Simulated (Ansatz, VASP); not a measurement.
# Two plane-wave programs on C

```
C
1.0
     2.45617    0.00000    0.00000
    -1.22809    2.12711    0.00000
     0.00000    0.00000    8.52380
C
2
Direct
  0.24251 0.60018 0.00000
  0.66667 0.33333 0.00000
```

Alike in both runs: task single point; functional LDA; k mesh 24 × 24 × 6; occupations gaussian, width 0.15 eV; no spin polarisation.

|  | VASP | Ansatz |
| --- | --- | --- |
| version | VASP 6.6.1 | Ansatz 0.2.0 |
| potentials or method | VASP PAW LDA potentials, release 64 (C), cutoff 520 eV | scalar-relativistic, plane waves, PAW |
| valence electrons in the cell | 8 | 8 |

```csv
,VASP,Ansatz,Ansatz less VASP
gap on the k mesh at the Fermi level (eV),none,none,-
rms of the force components (eV/Å),7.414,7.403,-0.0119
```

LDA's correlation is that of Perdew and Zunger in VASP and of Perdew and Wang (1992) in Ansatz. Atom by atom the forces differ by 0.012 eV/Å (rms over components). A gap of «none» marks a metal or a gap that the smearing closes.
